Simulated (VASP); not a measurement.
# K (Im-3m) in VASP: further runs

The runs below take K through single point, relaxation of volume and atoms at fixed shape, with PBE, r2SCAN+D3(BJ), PBE+D3(BJ).

Program: VASP 6.6.1. These are calculated values, not measurements. Logs are shortened: lines on timing, memory, paths and dates and some standing lists are left out, and cuts for length are marked.

## 1. The cell of the first run

Symmetry: Im-3m, No. 229, cubic system. Conventional cell: a = 5.236 Å, b = 5.236 Å, c = 5.236 Å, α = 90.00°, β = 90.00°, γ = 90.00°.

## 2. Single point, PBE

INCAR

```
SYSTEM = K
PREC = Accurate
ENCUT = 500
EDIFF = 1E-6
ISMEAR = 0
SIGMA = 0.1
LREAL = .FALSE.
LASPH = .TRUE.
NELM = 120
ALGO = Normal
ISIF = 2
LWAVE = .FALSE.
LCHARG = .FALSE.
GGA = PE
NBANDS = 10
GGA_COMPAT = .FALSE.
```

KPOINTS

```
Automatic mesh
0
Gamma
  4 4 4
  0.5 0.5 0.5
```

POSCAR

```
K
1.0
   -2.6180000000      2.6180000000      2.6180000000
    2.6180000000     -2.6180000000      2.6180000000
    2.6180000000      2.6180000000     -2.6180000000
K
1
Direct
    0.0000000000      0.0000000000      0.0000000000
```

Potentials or basis: VASP PAW PBE potentials, release 64 (K_sv).

Command:

```bash
$ cat potpaw_PBE.64/K_sv/POTCAR > POTCAR
$ mpirun -np 1 vasp_std > vasp.out
```

OUTCAR:

```text
SYSTEM = K
   PREC = Accurate
   ENCUT = 500
   EDIFF = 1E-6
   ISMEAR = 0
   LREAL = .FALSE.
   LASPH = .TRUE.
   NELM = 120
   ISIF = 2
   GGA = PE

 ion  position               nearest neighbor table
   1  0.000  0.000  0.000-

  LATTYP: Found a body centered cubic cell.
 ALAT       =     5.2360000000

  Lattice vectors:

 A1 = (  -2.6180000000,   2.6180000000,   2.6180000000)
 A2 = (   2.6180000000,  -2.6180000000,   2.6180000000)
 A3 = (   2.6180000000,   2.6180000000,  -2.6180000000)

Analysis of symmetry for initial positions (statically):
=====================================================================
 Subroutine PRICEL returns:
 Original cell was already a primitive cell.

 Routine SETGRP: Setting up the symmetry group for a
 body centered cubic supercell.

 Subroutine GETGRP returns: Found 48 space group operations
 (whereof 48 operations were pure point group operations)
 out of a pool of 48 trial point group operations.

The static configuration has the point symmetry O_h .

Analysis of symmetry for dynamics (positions and initial velocities):
=====================================================================
 Subroutine PRICEL returns:
 Original cell was already a primitive cell.

 Routine SETGRP: Setting up the symmetry group for a
 body centered cubic supercell.

 Subroutine GETGRP returns: Found 48 space group operations
 (whereof 48 operations were pure point group operations)
 out of a pool of 48 trial point group operations.

The dynamic configuration has the point symmetry O_h .

 Subroutine INISYM returns: Found 48 space group operations
 (whereof 48 operations are pure point group operations),
 and found     1 'primitive' translations

----------------------------------------------------------------------------------------

                                     Primitive cell

  volume of cell :      71.7743

  direct lattice vectors                    reciprocal lattice vectors
    -2.618000000  2.618000000  2.618000000     0.000000000  0.190985485  0.190985485
     2.618000000 -2.618000000  2.618000000     0.190985485  0.000000000  0.190985485
     2.618000000  2.618000000 -2.618000000     0.190985485  0.190985485  0.000000000

  length of vectors
     4.534509014  4.534509014  4.534509014     0.270094263  0.270094263  0.270094263

  position of ions in fractional coordinates (direct lattice)
     0.000000000  0.000000000  0.000000000

  ion indices of the primitive-cell ions
   primitive index   ion index
                 1           1

----------------------------------------------------------------------------------------

 KPOINTS: Automatic mesh

Automatic generation of k-mesh.
 Grid dimensions read from file:
 generate k-points for:    4    4    4

 Generating k-lattice:

  Cartesian coordinates                     Fractional coordinates (reciprocal lattice)
     0.000000000  0.047746371  0.047746371     0.250000000  0.000000000  0.000000000
     0.047746371  0.000000000  0.047746371     0.000000000  0.250000000  0.000000000
     0.047746371  0.047746371  0.000000000     0.000000000  0.000000000  0.250000000

  Length of vectors
     0.067523566  0.067523566  0.067523566

  Shift w.r.t. Gamma in fractional coordinates (k-lattice)
     0.500000000  0.500000000  0.500000000

 Subroutine IBZKPT returns following result:
 ===========================================

 Found      6 irreducible k-points:

 Following reciprocal coordinates:
            Coordinates               Weight
  0.125000  0.125000  0.125000      8.000000
  0.375000  0.125000  0.125000     12.000000
 -0.125000  0.125000  0.125000      6.000000
 -0.375000  0.375000  0.125000     24.000000
 -0.375000 -0.375000  0.125000      8.000000
 -0.375000  0.375000  0.375000      6.000000
   k-points           NKPTS =      6   k-points in BZ     NKDIM =      6   number of bands    NBANDS=     10
   number of dos      NEDOS =    301   number of ions     NIONS =      1
   total plane-waves  NPLWV =  46656
   dimension x,y,z NGX =    36 NGY =   36 NGZ =   36
   dimension x,y,z NGXF=    72 NGYF=   72 NGZF=   72
   ions per type =               1
   NGX,Y,Z   is equivalent  to a cutoff of  13.20, 13.20, 13.20 a.u.
   NGXF,Y,Z  is equivalent  to a cutoff of  26.40, 26.40, 26.40 a.u.
 SYSTEM =  K
   PREC   = accura    normal or accurate (medium, high low for compatibility)
   ISTART =      0    job   : 0-new  1-cont  2-samecut
   ICHARG =      2    charge: 1-file 2-atom 10-const
   ISPIN  =      1    spin polarized calculation?
   LNONCOLLINEAR =      F non collinear calculations
   LSORBIT =      F    spin-orbit coupling
   LASPH  =      T    aspherical Exc in radial PAW
   ENCUT  =  500.0 eV  36.75 Ry    6.06 a.u.   8.27  8.27  8.27*2*pi/ulx,y,z
   NELM   =    120;   NELMIN=  2; NELMDL= -5     # of ELM steps
   EDIFF  = 0.1E-05   stopping-criterion for ELM
   LREAL  =      F    real-space projection
   EDIFFG = 0.1E-04   stopping-criterion for IOM
   NSW    =      0    number of steps for IOM
   IBRION =     -1    ionic relax: 0-MD 1-quasi-New 2-CG
   NFREE  =      0    steps in history (QN), initial steepest desc. (CG)
   ISIF   =      2    stress and relaxation
   ISYM   =      2    0-nonsym 1-usesym 2-fastsym
   POTIM  = 0.5000    time-step for ionic-motion
   TEBEG  =    0.0;   TEEND  =   0.0 temperature during run
   PSTRESS=    0.0 pullay stress
   NELECT =       9.0000    total number of electrons
   NUPDOWN=      -1.0000    fix difference up-down
   EMIN   =  10.00;   EMAX   =-10.00  energy-range for DOS
   EFERMI =   0.00;   METHOD = LEGACY
   ISMEAR =     0;   SIGMA  =   0.10  broadening in eV -4-tet -1-fermi 0-gaus
   EFERMI_NEDOS =   21; number of points for ismear=-14 and -15
   IALGO  =     38    algorithm
   IMIX   =      4    mixing-type and parameters
     AMIX     =   0.40;   BMIX     =  1.00
     AMIX_MAG =   1.60;   BMIX_MAG =  1.00
  volume/ion in A,a.u.               =      71.77       484.36
  Fermi-wavevector in a.u.,A,eV,Ry     =   0.819406  1.548454  9.135317  0.671427
  Thomas-Fermi vector in A             =   1.930206
   LORBIT       =      0    0 simple, 1 ext, 2 COOP (PROOUT), +10 PAW based schemes
   GGA     = PE    functional components
   LHFCALC =     F    Hartree Fock is set to
   AEXX    =    0.0000 exact exchange contribution
   IVDW    =     0    specifies the selected vdW correction
   LEPSILON=     F    determine dielectric tensor
   LRPA    =     F    only Hartree local field effects (RPA)
 non-spin polarized calculation
 Gauss-broadening in eV      SIGMA  =   0.10
  energy-cutoff  :      500.00
  volume of cell :       71.77
 maximum number of plane-waves:      1841
 NGX is ok and might be reduce to    36
   NGX = 17   NGY = 17   NGZ = 17

 number of electron       9.0000001 magnetization

 Free energy of the ion-electron system (eV)
  ---------------------------------------------------
  ext. energy  EPLUGINS =         0.00000000
  ---------------------------------------------------
  free energy    TOTEN  =        -1.04359205 eV

  energy without entropy =       -1.02673940  energy(sigma->0) =       -1.03516572

 E-fermi :  -0.3840     XC(G=0):  -5.7102

 val. band max:       -0.4316766789   @ k =  -0.3750   0.3750   0.1250
 cond. band min:       0.7401762420   @ k =  -0.3750   0.3750   0.3750
 fundamental gap:      1.1718529209
 Fermi energy:        -0.3839830512

 k-point     1 :       0.1250    0.1250    0.1250
  band No.  band energies     occupation
      1     -32.1797      2.00000
      2     -15.6785      2.00000
      3     -15.6392      2.00000
      4     -15.6392      2.00000
      5      -1.1202      2.00000
      6       2.8032      0.00000
      7       2.8032      0.00000
      8       4.8541      0.00000
      9       5.3200      0.00000
     10       5.3200      0.00000

 k-point     2 :       0.3750    0.1250    0.1250
  band No.  band energies     occupation
      1     -32.1780      2.00000
      2     -15.6927      2.00000
      3     -15.6607      2.00000
      4     -15.6406      2.00000
      5       0.7679      0.00000
      6       0.8260      0.00000
      7       2.3749      0.00000
      8       4.1871      0.00000
      9       5.6222      0.00000
     10       5.7534      0.00000

 k-point     3 :      -0.1250    0.1250    0.1250
  band No.  band energies     occupation
      1     -32.1814      2.00000
      2     -15.6440      2.00000
      3     -15.6377      2.00000
      4     -15.6377      2.00000
      5      -1.8649      2.00000
      6       3.9028      0.00000
      7       3.9029      0.00000
      8       4.1711      0.00000
      9       4.4862      0.00000
     10       5.4832      0.00000

 k-point     4 :      -0.3750    0.3750    0.1250
  band No.  band energies     occupation
      1     -32.1782      2.00000
      2     -15.6910      2.00000
      3     -15.6556      2.00000
      4     -15.6385      2.00000
      5      -0.4317      1.50000
      6       1.8090      0.00000
      7       3.2728      0.00000
      8       4.1123      0.00000
      9       5.4162      0.00000
     10       5.6129      0.00000

 k-point     5 :      -0.3750   -0.3750    0.1250
  band No.  band energies     occupation
      1     -32.1768      2.00000
      2     -15.6840      2.00000
      3     -15.6840      2.00000
      4     -15.6451      2.00000
      5       1.1909      0.00000
      6       1.1909      0.00000
      7       1.7849      0.00000
      8       4.7736      0.00000
      9       4.7736      0.00000
     10       5.3124      0.00000

 k-point     6 :      -0.3750    0.3750    0.3750
  band No.  band energies     occupation
      1     -32.1756      2.00000
      2     -15.6814      2.00000
      3     -15.6753      2.00000
      4     -15.6753      2.00000
      5       0.7402      0.00000
      6       1.9037      0.00000
      7       3.4125      0.00000
      8       3.4125      0.00000
      9       3.6768      0.00000
     10       5.9296      0.00000

------------------------ aborting loop because EDIFF is reached ----------------------------------------

  FORCE on cell =-STRESS in cart. coord.  units (eV):
  Direction    XX          YY          ZZ          XY          YZ          ZX
  --------------------------------------------------------------------------------------
  -------------------------------------------------------------------------------------
  Total        0.0515314      0.0515314      0.0515314     -0.0000000     -0.0000000      0.0000000
  in kB        1.1503072      1.1503072      1.1503072     -0.0000000     -0.0000000      0.0000000
  external PRESSURE =       1.1503072 kB  Pullay stress =       0.0000000 kB

 VOLUME and BASIS-vectors are now :
 -----------------------------------------------------------------------------
  energy-cutoff  :      500.00
  volume of cell :       71.77
      direct lattice vectors                 reciprocal lattice vectors
    -2.618000000  2.618000000  2.618000000     0.000000000  0.190985485  0.190985485
     2.618000000 -2.618000000  2.618000000     0.190985485  0.000000000  0.190985485
     2.618000000  2.618000000 -2.618000000     0.190985485  0.190985485  0.000000000

 POSITION                                       TOTAL-FORCE (eV/Angst)
 -----------------------------------------------------------------------------------
      0.00000      0.00000      0.00000         0.000000      0.000000      0.000000
 -----------------------------------------------------------------------------------
    total drift:                               -0.000000      0.000000      0.000000

  FREE ENERGIE OF THE ION-ELECTRON SYSTEM (eV)
  ---------------------------------------------------
  free  energy   TOTEN  =        -1.0435920480 eV

  energy  without entropy=       -1.0267394003  energy(sigma->0) =       -1.03516572
```

Wall time 10 s (1 thread of Intel Xeon 8259CL, shared host); peak memory 0.19 GiB.

What came out:

```yaml
Free_energy: -1.0436 eV
Pressure: 0.1 GPa
Band_gap_on_the_k_mesh: zero (an odd number of electrons rules out a gap without spin polarisation)
```

Caveat: the k points lie up to 0.42 Å⁻¹ apart, too coarse for converged energies and pressures of a metal.

## 3. Single point, r2SCAN+D3(BJ)

POSCAR is that of step 2.

INCAR.step1

```
PREC = Accurate
ENCUT = 550
ISMEAR = 1
SIGMA = 0.05
LREAL = F
LASPH = T
NELM = 120
NELECT = 8.5
NBANDS = 10
GGA = PE
ALGO = Normal
EDIFF = 1E-5
LWAVE = T
LCHARG = F
GGA_COMPAT = F
```

INCAR.step2

```
PREC = Accurate
ENCUT = 550
EDIFF = 1E-6
ISMEAR = 1
SIGMA = 0.05
LREAL = F
LASPH = T
NELM = 120
ALGO = Normal
ISIF = 2
LWAVE = F
LCHARG = F
METAGGA = R2SCAN
LMIXTAU = T
IVDW = 12
VDW_S6 = 1.0
VDW_S8 = 0.78981345
VDW_A1 = 0.49484001
VDW_A2 = 5.73083694
NELECT = 8.5
NBANDS = 10
ISTART = 1
GGA_COMPAT = F
```

KPOINTS

```
Automatic mesh
0
Gamma
  2 2 2
```

Potentials or basis: VASP PAW PBE potentials, release 64 (K_sv).

Command:

```bash
$ cat potpaw_PBE.64/K_sv/POTCAR > POTCAR
$ cp INCAR.step1 INCAR
$ mpirun -np 1 vasp_std > vasp.out
$ cp INCAR.step2 INCAR
$ mpirun -np 1 vasp_std > vasp.out
```

It took 55 s on 1 thread of Intel Xeon 8259CL, shared host; peak memory 0.21 GiB.

It converged, with:

| Quantity | Value |
| --- | --- |
| Free energy | -5.8265 eV |
| Dispersion energy per atom | -0.053 eV |

Levels at points of the mesh, in eV from the Fermi level:
```
           k point  band 1  band 2  band 3  band 4  band 5  band 6  band 7  band 8
(0.00, 0.00, 0.00)  -34.68  -17.36  -17.36  -17.36   -2.67    3.84    3.84    3.84
(0.50, 0.00, 0.00)  -34.68  -17.43  -17.38  -17.36    0.02    0.25    2.70    4.51
(0.50, 0.50, 0.50)  -34.67  -17.41  -17.41  -17.41    1.17    1.17    3.21    3.21
```

Caveat: the k points lie up to 0.85 Å⁻¹ apart, too coarse for converged energies, forces and pressures; the cell carries a net charge on a neutralising background, which shifts energy and pressure; the cell is charged against a uniform background, so pressure and absolute levels hang on convention; three body term missing; the PAW data sets were made with another functional, which shifts forces and pressure a little.

## 4. Relaxation of volume and atoms at fixed shape, PBE+D3(BJ)

INCAR

```
SYSTEM = K
PREC = Accurate
ENCUT = 500
EDIFF = 1E-7
ISMEAR = -1
SIGMA = 0.025851999786435532
LREAL = .FALSE.
LASPH = .TRUE.
NELM = 120
ALGO = Normal
ISIF = 8
LWAVE = .FALSE.
LCHARG = .FALSE.
GGA = PE
IVDW = 12
IBRION = 2
NSW = 50
EDIFFG = -0.07
GGA_COMPAT = .FALSE.
NELMIN = 4
```

KPOINTS

```
Automatic mesh
0
G
  2 2 2
  0 0 0
```

POSCAR is that of step 3.

Command:

```bash
$ cat potpaw_PBE.64/K_sv/POTCAR > POTCAR
$ mpirun -np 1 vasp_std > vasp.out
```

It took 9.5 s on 1 thread of Intel Xeon 8259CL, shared host; peak memory 0.19 GiB.

It converged, with:

```
Free energy                : -0.5774 eV
Pressure after relaxing    : 0.0 GPa
Band gap on the k mesh     : zero (an odd number of electrons rules out a gap without spin polarisation)
Dispersion energy per atom : -0.116 eV
```

Final structure:
```yaml
crystal:
  lattice:
    - [-2.61800, 2.61800, 2.61800]
    - [2.61800, -2.61800, 2.61800]
    - [2.61800, 2.61800, -2.61800]
  atoms:
    - { symbol: K, position: [0.00000, 0.00000, 0.00000] }
```

Levels at points of the mesh, in eV from the Fermi level:
```tsv
k point	band 2	band 3	band 4	band 5	band 6	band 7	band 8
(0.00, 0.00, 0.00)	-15.93	-15.93	-15.93	-2.64	3.88	3.88	3.88
(0.50, 0.00, 0.00)	-16.01	-15.96	-15.93	0.00	0.27	2.73	4.49
(0.50, 0.50, 0.50)	-15.99	-15.99	-15.99	1.24	1.24	3.09	3.09
```

Caveat: the k points lie up to 0.85 Å⁻¹ apart in the final cell, too coarse for converged energies and pressures of a metal.

The gap in the log of VASP goes by the Fermi energy; the results here count the filled bands.